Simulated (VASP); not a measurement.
Wanted: the native input for a VASP 6.6.1 run.

```
Task                   : single point
Functional             : PBE
Potentials or basis    : VASP PAW PBE potentials, release 64 (Cr_pv)
Cutoff                 : 520 eV
k mesh                 : 2 × 2 × 2
Occupations            : fermi-dirac, width 0.05 eV
Spin                   : collinear spin, ferromagnetic start
Starting moments       : [1.5] μB
Dipole correction      : no
Further INCAR settings : ALGO = Normal; EDIFF = 1e-07; NBANDS = 16
```

The structure of Cr lies in POSCAR:

```
Cr
1.0
   -1.4240148648      1.4240148648      1.4240148648
    1.4240148648     -1.4240148648      1.4240148648
    1.4240148648      1.4240148648     -1.4240148648
Cr
1
Direct
    0.0000000000      0.0000000000      0.0000000000
```

These files were run (other wordings do the same):

INCAR

```
SYSTEM = Cr
PREC = Accurate
ENCUT = 520
EDIFF = 1E-7
ISMEAR = -1
SIGMA = 0.05
LREAL = .False.
LASPH = .True.
NELM = 150
ALGO = Normal
ISIF = 2
LWAVE = .False.
LCHARG = .False.
ISPIN = 2
MAGMOM = 1.5
LORBIT = 11
LMAXMIX = 4
GGA = PE
NBANDS = 16
```

KPOINTS

```
regular mesh
0
Gamma
  2 2 2
  0 0 0
```

Potentials or basis: VASP PAW PBE potentials, release 64 (Cr_pv).

Run with:

```sh
$ cat potpaw_PBE.64/Cr_pv/POTCAR > POTCAR
$ mpirun -np 1 vasp_std > vasp.out
```

Results of the run:

* Pressure: 6.9 GPa
* Net moment: -1.50 μB per cell
* Site moments: Cr -1.16 μB
* Valence electrons inside the program's atomic spheres: Cr 11.14

Caveat: the k points lie up to 1.56 Å⁻¹ apart.

Wall time 3.7 s on 1 thread of Intel Xeon 6975P-C, on a shared host, peak memory 0.12 GiB.
